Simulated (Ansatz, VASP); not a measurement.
# B in VASP and in Ansatz

```
CELL_PARAMETERS angstrom
2.99816 0.00000 0.00000
-1.49908 2.59648 0.00000
0.00000 0.00000 1.96153
ATOMIC_POSITIONS crystal
B 0.33333 0.66667 0.00000
B 0.66667 0.33333 0.00000
```

Alike in both runs: functional PBE; k mesh 6 × 6 × 8; occupations gaussian, width 0.1 eV; no spin polarisation.

Ansatz relaxed the structure, and its values are those at the end. VASP's run is a single point on that final structure, the one shown.

|  | VASP | Ansatz |
| --- | --- | --- |
| version | VASP 6.6.1 | Ansatz 0.2.0 |
| potentials or method | VASP PAW PBE potentials, release 64 (B), cutoff 520 eV | scalar-relativistic, plane waves, PAW |
| valence electrons in the cell | 6 | 6 |

|  | VASP | Ansatz | Ansatz less VASP |
| --- | --- | --- | --- |
| gap on the k mesh at the Fermi level (eV) | none | none | - |
| pressure (GPa) | 0.1 | 0.1 | -0.04 |

A gap of «none» marks a metal or a gap that the smearing closes.

The k mesh is coarse, so the values compare programs but aren't converged.
